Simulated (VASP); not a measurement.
HBr, 4 atoms in the cell. It takes space group I4/mmm (No. 139, tetragonal). Conventional cell: a = 5.446 Å, b = 5.446 Å, c = 3.493 Å, α = 90.00°, β = 90.00°, γ = 90.00°. H (site symmetry 4/mmm) has 2 Br at 1.75 Å within 2.3 Å. Br (site symmetry 4/mmm) has 2 H at 1.75 Å within 2.3 Å. 

* Program: VASP 6.6.1
* Task: single point
* Functional: PBEsol
* Potentials or basis: VASP PAW PBE potentials, release 64 (H, Br)
* Cutoff: 520 eV
* k mesh: 6 × 6 × 8
* Occupations: gaussian, width 0.02 eV
* Spin: no spin polarisation
* Dipole correction: no
* Further INCAR settings: ALGO = Normal; EDIFF = 1e-06; NBANDS = 16

Potentials or basis: VASP PAW PBE potentials, release 64 (H, Br).

Launch:

```console
$ cat potpaw_PBE.64/H/POTCAR potpaw_PBE.64/Br/POTCAR > POTCAR
$ mpirun -np 1 vasp_std > vasp.out
```

Hardware: 1 thread of Intel(R) Xeon(R) Platinum 8259CL CPU @ 2.50GHz (Skylake/Cascade Lake), with other jobs on the host.

Estimate the wall time of this run.

Wall time 64 s on 1 thread of Intel(R) Xeon(R) Platinum 8259CL CPU @ 2.50GHz (Skylake/Cascade Lake), with other jobs on the host, peak memory 0.24 GiB. Counts: scf iterations 12, k points 50.
